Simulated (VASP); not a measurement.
Input of a VASP 6.6.1 run:

Contents of INCAR:

```
SYSTEM = HfN
PREC = Accurate
ENCUT = 520
EDIFF = 1E-6
ISMEAR = -1
SIGMA = 0.08
LREAL = .False.
LASPH = .True.
NELM = 80
ALGO = Normal
ISIF = 2
LWAVE = .False.
LCHARG = .False.
GGA = PE
NBANDS = 14
```

KPOINTS

```
regular mesh
0
Gamma
  16 16 16
  0 0 0
```

POSCAR

```
HfN
1.0
    0.0000000000      2.2196308068      2.2196308068
    2.2196308068      0.0000000000      2.2196308068
    2.2196308068      2.2196308068      0.0000000000
Hf N
1 1
Direct
    0.0000000000      0.0000000000      0.0000000000
    0.5000000000      0.5000000000      0.5000000000
```

Potentials or basis: VASP PAW PBE potentials, release 64 (Hf_pv, N).

Run with:

```sh
$ cat potpaw_PBE.64/Hf_pv/POTCAR potpaw_PBE.64/N/POTCAR > POTCAR
$ mpirun -np 1 vasp_std > vasp.out
```

Problem. Predict the pressure.

Solution. 19.8 GPa.

Caveat: the cell differs from its parent crystal (volume scaled by 0.93, to set the pressure).
